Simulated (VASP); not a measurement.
# KPrBr4 (P4/mmm) in VASP: single point with PBE

Aim: the single point of KPrBr4 with PBE.

Program: VASP 6.6.1. These are calculated values, not measurements. Logs are shortened: lines on timing, memory, paths and dates and some standing lists are left out, and cuts for length are marked.

### 1 The cell of the first run

The structure is tetragonal, space group P4/mmm (No. 123). The conventional cell has a = 5.149 Å, b = 5.149 Å, c = 7.883 Å, α = 90.00°, β = 90.00°, γ = 90.00°. Within 4.4 Å of K (site symmetry 4/mmm) lie 8 Br at 3.38 Å. Within 4.1 Å of Pr (site symmetry 4/mmm) lie 8 Br at 3.11 Å. Within 4.1 Å of Br (site symmetry 2mm) lie 2 Pr at 3.11 Å and 2 K at 3.38 Å and 5 Br at 3.49 to 3.64 Å.

### 2 Single point, PBE

File POSCAR:

```
KPrBr4
1.0
    5.1492759786      0.0000000000      0.0000000000
    0.0000000000      5.1492759786      0.0000000000
    0.0000000000      0.0000000000      7.8831836615
K Pr Br
1 1 4
Direct
    0.5000000000      0.5000000000      0.5000000000
    0.0000000000      0.0000000000      0.0000000000
    0.5000000000      0.0000000000      0.7783794135
    0.0000000000      0.5000000000      0.2216205865
    0.5000000000      0.0000000000      0.2216205865
    0.0000000000      0.5000000000      0.7783794135
```

File INCAR.step1:

```
SYSTEM = KPrBr4
ALGO     = Normal         ! electronic algorithm
EDIFF    = 1E-6           ! SCF threshold, eV
ENCUT    = 400            ! plane-wave cutoff, eV
GGA      = PE             ! functional
GGA_COMPAT= .FALSE.      
ISIF     = 2              ! what is computed and relaxed
ISMEAR   = 0              ! smearing method
LASPH    = .TRUE.         ! aspherical terms in the spheres
LCHARG   = .TRUE.         ! write CHGCAR
LMAXMIX  = 6              ! l up to which the mixer works
LORBIT   = 11             ! projections on sites
LREAL    = .FALSE.        ! projectors in reciprocal space
LWAVE    = .FALSE.        ! write WAVECAR
NBANDS   = 33             ! bands
NEDOS    = 2001           ! points of the DOS
NELM     = 200            ! most SCF steps
PREC     = Accurate       ! precision mode
SIGMA    = 0.02           ! smearing width, eV
```

File KPOINTS.step1:

```
k-points
0
G
  6 6 4
  0 0 0
```

File INCAR.step2:

```
SYSTEM = KPrBr4
ALGO     = Normal         ! electronic algorithm
EDIFF    = 1E-6           ! SCF threshold, eV
ENCUT    = 400            ! plane-wave cutoff, eV
GGA      = PE             ! functional
GGA_COMPAT= .FALSE.      
ICHARG   = 11             ! starting density
ISIF     = 2              ! what is computed and relaxed
ISMEAR   = -5             ! smearing method
LASPH    = .TRUE.         ! aspherical terms in the spheres
LCHARG   = .FALSE.        ! write CHGCAR
LMAXMIX  = 6              ! l up to which the mixer works
LORBIT   = 11             ! projections on sites
LREAL    = .FALSE.        ! projectors in reciprocal space
LWAVE    = .FALSE.        ! write WAVECAR
NBANDS   = 33             ! bands
NEDOS    = 1001           ! points of the DOS
NELM     = 200            ! most SCF steps
PREC     = Accurate       ! precision mode
SIGMA    = 0.02           ! smearing width, eV
```

File KPOINTS.step2:

```
k-points
0
G
  9 9 6
  0 0 0
```

Potentials or basis: VASP PAW PBE potentials, release 64 (K_sv, Pr_3, Br), 4f in core.

Launch:

```bash
> cat potpaw_PBE.64/K_sv/POTCAR potpaw_PBE.64/Pr_3/POTCAR potpaw_PBE.64/Br/POTCAR > POTCAR
> cp INCAR.step1 INCAR
> cp KPOINTS.step1 KPOINTS
> mpirun -np 1 vasp_std > vasp.out
> cp INCAR.step2 INCAR
> cp KPOINTS.step2 KPOINTS
> mpirun -np 1 vasp_std > vasp.out
```

OUTCAR:

```text
SYSTEM = KPrBr4
   EDIFF = 1E-6
   ENCUT = 400
   GGA = PE
   ICHARG = 11
   ISIF = 2
   ISMEAR = -5
   LASPH = .TRUE.
   LORBIT = 11
   LREAL = .FALSE.
   NELM = 200
   PREC = Accurate

 ion  position               nearest neighbor table
   1  0.500  0.500  0.500-
   2  0.000  0.000  0.000-   3 3.11   4 3.11   5 3.11   6 3.11   4 3.11   6 3.11   3 3.11   5 3.11

   3  0.500  0.000  0.778-   2 3.11   2 3.11
   4  0.000  0.500  0.222-   2 3.11   2 3.11
   5  0.500  0.000  0.222-   2 3.11   2 3.11
   6  0.000  0.500  0.778-   2 3.11   2 3.11

  LATTYP: Found a simple tetragonal cell.
 ALAT       =     5.1492759786
 C/A-ratio  =     1.5309305025

  Lattice vectors:

 A1 = (   5.1492759786,   0.0000000000,   0.0000000000)
 A2 = (   0.0000000000,   5.1492759786,   0.0000000000)
 A3 = (   0.0000000000,   0.0000000000,   7.8831836615)

Analysis of symmetry for initial positions (statically):
=====================================================================
 Subroutine PRICEL returns:
 Original cell was already a primitive cell.

 Routine SETGRP: Setting up the symmetry group for a
 simple tetragonal supercell.

 Subroutine GETGRP returns: Found 16 space group operations
 (whereof 16 operations were pure point group operations)
 out of a pool of 16 trial point group operations.

The static configuration has the point symmetry D_4h.

Analysis of symmetry for dynamics (positions and initial velocities):
=====================================================================
 Subroutine PRICEL returns:
 Original cell was already a primitive cell.

 Routine SETGRP: Setting up the symmetry group for a
 simple tetragonal supercell.

 Subroutine GETGRP returns: Found 16 space group operations
 (whereof 16 operations were pure point group operations)
 out of a pool of 16 trial point group operations.

The dynamic configuration has the point symmetry D_4h.

 Subroutine INISYM returns: Found 16 space group operations
 (whereof 16 operations are pure point group operations),
 and found     1 'primitive' translations

----------------------------------------------------------------------------------------

                                     Primitive cell

  volume of cell :     209.0230

  direct lattice vectors                    reciprocal lattice vectors
     5.149275979  0.000000000  0.000000000     0.194202060  0.000000000  0.000000000
     0.000000000  5.149275979  0.000000000     0.000000000  0.194202060  0.000000000
     0.000000000  0.000000000  7.883183662     0.000000000  0.000000000  0.126852303

  length of vectors
     5.149275979  5.149275979  7.883183662     0.194202060  0.194202060  0.126852303

  position of ions in fractional coordinates (direct lattice)
     0.500000000  0.500000000  0.500000000
     0.000000000  0.000000000  0.000000000
     0.500000000  0.000000000  0.778379413
     0.000000000  0.500000000  0.221620587
     0.500000000  0.000000000  0.221620587
     0.000000000  0.500000000  0.778379413

  ion indices of the primitive-cell ions
   primitive index   ion index
                 1           1
                 2           2
                 3           3
                 4           4
                 5           5
                 6           6

----------------------------------------------------------------------------------------

 KPOINTS: k-points

Automatic generation of k-mesh.
 Grid dimensions read from file:
 generate k-points for:    9    9    6

 Generating k-lattice:

  Cartesian coordinates                     Fractional coordinates (reciprocal lattice)
     0.021578007  0.000000000  0.000000000     0.111111111  0.000000000  0.000000000
     0.000000000  0.021578007  0.000000000     0.000000000  0.111111111  0.000000000
     0.000000000  0.000000000  0.021142050     0.000000000  0.000000000  0.166666667

  Length of vectors
     0.021578007  0.021578007  0.021142050

  Shift w.r.t. Gamma in fractional coordinates (k-lattice)
     0.000000000  0.000000000  0.000000000

 TETIRR: Found    723 inequivalent tetrahedra from     2916

 Subroutine IBZKPT returns following result:
 ===========================================

 Found     60 irreducible k-points:

 Following reciprocal coordinates:
            Coordinates               Weight
  0.000000  0.000000  0.000000      1.000000
  0.111111  0.000000  0.000000      4.000000
  0.222222  0.000000  0.000000      4.000000
  0.333333  0.000000  0.000000      4.000000
  0.444444  0.000000  0.000000      4.000000
  0.111111  0.111111  0.000000      4.000000
[... 16 lines left out ...]
  0.333333  0.111111  0.166667     16.000000
  0.444444  0.111111  0.166667     16.000000
 [... further k-points ...]
   k-points           NKPTS =     60   k-points in BZ     NKDIM =     60   number of bands    NBANDS=     33
   number of dos      NEDOS =   1001   number of ions     NIONS =      6
   total plane-waves  NPLWV =  69984
   dimension x,y,z NGX =    36 NGY =   36 NGZ =   54
   dimension x,y,z NGXF=    72 NGYF=   72 NGZF=  108
   ions per type =               1   1   4
   NGX,Y,Z   is equivalent  to a cutoff of  11.62, 11.62, 11.39 a.u.
   NGXF,Y,Z  is equivalent  to a cutoff of  23.25, 23.25, 22.78 a.u.
 SYSTEM =  KPrBr4
   PREC   = accura    normal or accurate (medium, high low for compatibility)
   ISTART =      0    job   : 0-new  1-cont  2-samecut
   ICHARG =     11    charge: 1-file 2-atom 10-const
   ISPIN  =      1    spin polarized calculation?
   LNONCOLLINEAR =      F non collinear calculations
   LSORBIT =      F    spin-orbit coupling
   LASPH  =      T    aspherical Exc in radial PAW
   ENCUT  =  400.0 eV  29.40 Ry    5.42 a.u.   8.40  8.40 12.86*2*pi/ulx,y,z
   NELM   =    200;   NELMIN=  2; NELMDL=  0     # of ELM steps
   EDIFF  = 0.1E-05   stopping-criterion for ELM
   LREAL  =      F    real-space projection
   EDIFFG = 0.1E-04   stopping-criterion for IOM
   NSW    =      0    number of steps for IOM
   IBRION =     -1    ionic relax: 0-MD 1-quasi-New 2-CG
   NFREE  =      0    steps in history (QN), initial steepest desc. (CG)
   ISIF   =      2    stress and relaxation
   ISYM   =      2    0-nonsym 1-usesym 2-fastsym
   POTIM  = 0.5000    time-step for ionic-motion
   TEBEG  =    0.0;   TEEND  =   0.0 temperature during run
   PSTRESS=    0.0 pullay stress
   NELECT =      48.0000    total number of electrons
   NUPDOWN=      -1.0000    fix difference up-down
   EMIN   =  10.00;   EMAX   =-10.00  energy-range for DOS
   EFERMI =   0.00;   METHOD = LEGACY
   ISMEAR =    -5;   SIGMA  =   0.02  broadening in eV -4-tet -1-fermi 0-gaus
   EFERMI_NEDOS =   21; number of points for ismear=-14 and -15
   IALGO  =     38    algorithm
   IMIX   =      4    mixing-type and parameters
     AMIX     =   0.40;   BMIX     =  1.00
     AMIX_MAG =   1.60;   BMIX_MAG =  1.00
  volume/ion in A,a.u.               =      34.84       235.09
  Fermi-wavevector in a.u.,A,eV,Ry     =   1.002514  1.894477 13.674331  1.005035
  Thomas-Fermi vector in A             =   2.135006
   LORBIT       =     11    0 simple, 1 ext, 2 COOP (PROOUT), +10 PAW based schemes
   GGA     = PE    functional components
   LHFCALC =     F    Hartree Fock is set to
   AEXX    =    0.0000 exact exchange contribution
   IVDW    =     0    specifies the selected vdW correction
   LEPSILON=     F    determine dielectric tensor
   LRPA    =     F    only Hartree local field effects (RPA)
 non-spin polarized calculation
 Fermi weights with tetrahedron method with Bloechl corrections
  energy-cutoff  :      400.00
  volume of cell :      209.02
 maximum number of plane-waves:      3826
 NGX is ok and might be reduce to    36

 number of electron      47.9999989 magnetization

 Free energy of the ion-electron system (eV)
  ---------------------------------------------------
  ext. energy  EPLUGINS =         0.00000000
  ---------------------------------------------------
  free energy    TOTEN  =       -23.28371135 eV

  energy without entropy =      -23.28371135  energy(sigma->0) =      -23.28371135

 E-fermi :   0.1483     XC(G=0):  -7.8559

 val. band max:        0.1312407478   @ k =   0.4444   0.4444   0.0000
 cond. band min:       2.8386758588   @ k =   0.0000   0.0000   0.0000
 fundamental gap:      2.7074351110
 Fermi energy:         0.1483386895

 k-point     1 :       0.0000    0.0000    0.0000
  band No.  band energies     occupation
      1     -36.2060      2.00000
      2     -28.4928      2.00000
      3     -18.1504      2.00000
      4     -18.0373      2.00000
      5     -18.0373      2.00000
      6     -13.7636      2.00000
[... 25 lines left out ...]
     32       6.8403      0.00000
     33       7.6165      0.00000

 k-point     2 :       0.1111    0.0000    0.0000
  band No.  band energies     occupation
      1     -36.2059      2.00000
      2     -28.4927      2.00000
      3     -18.1470      2.00000
      4     -18.0486      2.00000
      5     -18.0371      2.00000
      6     -13.7392      2.00000
[... 25 lines left out ...]
     32       7.2148      0.00000
     33       7.4138      0.00000

 k-point     3 :       0.2222    0.0000    0.0000
  band No.  band energies     occupation
      1     -36.2056      2.00000
      2     -28.4925      2.00000
      3     -18.1382      2.00000
      4     -18.0766      2.00000
      5     -18.0365      2.00000
      6     -13.6768      2.00000
[... 25 lines left out ...]
     32       7.1905      0.00000
     33       7.7546      0.00000

 k-point     4 :       0.3333    0.0000    0.0000
  band No.  band energies     occupation
      1     -36.2054      2.00000
      2     -28.4924      2.00000
      3     -18.1281      2.00000
      4     -18.1078      2.00000
      5     -18.0359      2.00000
      6     -13.6033      2.00000
[... 673 lines left out ...]
     32       6.9936      0.00000
     33       7.5489      0.00000

 k-point    23 :       0.3333    0.1111    0.1667
  band No.  band energies     occupation
      1     -36.2053      2.00000
      2     -28.4923      2.00000
      3     -18.1247      2.00000
      4     -18.1076      2.00000
      5     -18.0471      2.00000
      6     -13.5744      2.00000
[... 25 lines left out ...]
     32       6.9609      0.00000
     33       7.4801      0.00000

 k-point    24 :       0.4444    0.1111    0.1667
  band No.  band energies     occupation
      1     -36.2051      2.00000
      2     -28.4922      2.00000
      3     -18.1275      2.00000
      4     -18.1181      2.00000
      5     -18.0467      2.00000
      6     -13.5165      2.00000
[... 25 lines left out ...]
     32       6.9449      0.00000
     33       7.1355      0.00000

 [... further k-points ...]

------------------------ aborting loop because EDIFF is reached ----------------------------------------

  FORCE on cell =-STRESS in cart. coord.  units (eV):
  Direction    XX          YY          ZZ          XY          YZ          ZX
  --------------------------------------------------------------------------------------
  -------------------------------------------------------------------------------------
  Total       -0.1116771     -0.1116771     -0.0564397      0.0000000     -0.0000000      0.0000000
  in kB       -0.8560137     -0.8560137     -0.4326151      0.0000000     -0.0000000      0.0000000
  external PRESSURE =      -0.7148808 kB  Pullay stress =       0.0000000 kB

 VOLUME and BASIS-vectors are now :
 -----------------------------------------------------------------------------
  energy-cutoff  :      400.00
  volume of cell :      209.02
      direct lattice vectors                 reciprocal lattice vectors
     5.149275979  0.000000000  0.000000000     0.194202060  0.000000000  0.000000000
     0.000000000  5.149275979  0.000000000     0.000000000  0.194202060  0.000000000
     0.000000000  0.000000000  7.883183662     0.000000000  0.000000000  0.126852303

 POSITION                                       TOTAL-FORCE (eV/Angst)
 -----------------------------------------------------------------------------------
      2.57464      2.57464      3.94159         0.000000     -0.000000      0.000000
      0.00000      0.00000      0.00000         0.000000     -0.000000      0.000000
      2.57464      0.00000      6.13611         0.000000      0.000000      0.010230
      0.00000      2.57464      1.74708         0.000000     -0.000000     -0.010230
      2.57464      0.00000      1.74708         0.000000      0.000000     -0.010230
      0.00000      2.57464      6.13611        -0.000000     -0.000000      0.010230
 -----------------------------------------------------------------------------------
    total drift:                                0.000000      0.000000     -0.000000

  FREE ENERGIE OF THE ION-ELECTRON SYSTEM (eV)
  ---------------------------------------------------
  free  energy   TOTEN  =       -23.2837113462 eV

  energy  without entropy=      -23.2837113462  energy(sigma->0) =      -23.28371135

 total charge

# of ion       s       p       d       tot
------------------------------------------
    1        1.955   5.576   0.022   7.553
    2        2.048   5.792   0.559   8.399
    3        1.607   3.287   0.007   4.900
    4        1.607   3.287   0.007   4.900
    5        1.607   3.287   0.007   4.900
    6        1.607   3.287   0.007   4.900
--------------------------------------------------
tot         10.430  24.515   0.609  35.554
```

It took 3.3 min on 1 thread of Intel Xeon 6975P-C (Granite Rapids), shared host; peak memory 0.41 GiB.

Results:

- Valence electrons inside the program's atomic spheres: K 7.55; Pr 8.40; Br 4.90

Levels at points of the mesh, in eV from the valence-band top:
```tsv
k point	band 21	band 22	band 23	band 24	band 25	band 26	band 27	band 28
(0.00, 0.00, 0.00)	-0.63	-0.62	-0.62	-0.48	2.71	2.91	4.03	4.69
(0.00, 0.00, 0.50)	-0.64	-0.64	-0.58	-0.58	2.79	2.91	5.00	5.00
```

Caveat: spin-orbit coupling is left out, which moves the levels of the heavy elements; the 4f electrons are frozen in the core, so they carry no moment and show no levels. Spin polarisation is off, so any magnetic state and its effect on volume and gap are missing.
